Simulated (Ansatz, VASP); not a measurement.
One calculation of In2GeS2, two programs

INCAR

```
  PREC = Accurate
  ENCUT = 600
  EDIFF = 1E-6
  ISMEAR = 0
  SIGMA = 0.1
  LREAL = F
  LASPH = T
  NELM = 80
  ALGO = Normal
  ISIF = 3
  LWAVE = F
  LCHARG = F
  GGA = PE
  IBRION = 2
  NSW = 100
  EDIFFG = -0.01
```

The input KPOINTS:

```
Automatic mesh
0
Gamma
  12 12 6
```

File POSCAR:

```
In2GeS2
1.0
    4.4466933844      0.0000000000      0.0000000000
   -2.2233466922      3.8509494337      0.0000000000
    0.0000000000      0.0000000000      6.7418991649
In Ge S
2 1 2
Direct
    0.3333333333      0.6666666667      0.2643287418
    0.3333333333      0.6666666667      0.7356712582
    0.0000000000      0.0000000000      0.5000000000
    0.6666666667      0.3333333333      0.0000000000
    0.0000000000      0.0000000000      0.0000000000
```

Input for Ansatz:

```yaml
crystal:
  lattice:
    - [4.4466933844, 0.0, 0.0]
    - [-2.2233466922, 3.8509494337, 0.0]
    - [0.0, 0.0, 6.7418991649]
  atoms:
    - { symbol: In, position: [0.3333333333, 0.6666666667, 0.2643287418] }
    - { symbol: In, position: [0.3333333333, 0.6666666667, 0.7356712582] }
    - { symbol: Ge, position: [0.0, 0.0, 0.5] }
    - { symbol: S, position: [0.6666666667, 0.3333333333, 0.0] }
    - { symbol: S, position: [0.0, 0.0, 0.0] }
basis:
  ecutwfc: 420
kpoints:
  mp_grid: { grid: [12, 12, 6] }
hamiltonian:
  xc: pbe
scf:
  occupations: { method: gaussian, width: 0.1 }
output:
  forces: true
  stress: true
  eigenvalues: true
relax:
  adjacent_minimum: "off"
  f_tol: 0.01
  max_steps: 80
  cell: { stress_tol: 0.05 }
```

Change from the starting cell: species swapped into the La2Cu2I type (P-6m2, No. 187).

Alike in both runs: task relaxation of cell and atoms; functional PBE; k mesh 12 × 12 × 6; occupations gaussian, width 0.1 eV; no spin polarisation.

|  | VASP | Ansatz |
| --- | --- | --- |
| version | VASP 6.6.1 | Ansatz 0.2.0 |
| potentials or method | VASP PAW PBE potentials, release 64 (In_d, Ge_d, S), cutoff 600 eV | scalar-relativistic, plane waves, PAW |
| valence electrons in the cell | 52 | 52 |

|  | VASP | Ansatz | Ansatz less VASP |
| --- | --- | --- | --- |
| gap on the k mesh at the Fermi level, each at its own relaxed structure (eV) | none | none | - |
| relaxed volume (Å³/atom) | 23.04 | 23.09 | +0.043 |
| relaxed length of the cell vector where the two differ most in proportion (Å) | 6.796 | 6.803 | +0.0071 |

A gap of «none» marks a metal or a gap that the smearing closes.
